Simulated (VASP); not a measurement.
Hf:

```
Hf
1.0
     3.15350    0.00000    0.00000
    -1.57675    2.73101    0.00000
     0.00000    0.00000    4.98944
Hf
2
Direct
  0.66667 0.33333 0.75000
  0.33333 0.66667 0.25000
```

This cell differs from its parent crystal: volume scaled by 0.96.

Base run:

| Quantity | Value |
| --- | --- |
| Program | VASP 6.6.1 |
| Functional | PBE |
| Potentials or basis | VASP PAW PBE potentials, release 64 (Hf_pv) |
| Cutoff | 520 eV |
| k mesh | 10 × 10 × 5 |
| Occupations | fermi-dirac, width 0.05 eV |
| Spin | no spin polarisation |

Its results: band gap on the k mesh zero (band 10 reaches 6.39 eV, above the bottom of band 11 at 4.86 eV); pressure 4.9 GPa.

The run is repeated on the same cell with these changes: functional from PBE to LDA; potentials or basis from VASP PAW PBE potentials, release 64 (Hf_pv) to VASP PAW LDA potentials, release 64 (Hf_pv). What comes out?

Band gap on the k mesh zero (band 10 reaches 6.20 eV, above the bottom of band 11 at 4.73 eV); pressure -3.7 GPa.

Caveats: spin-orbit coupling is left out, which moves the levels of the heavy elements.
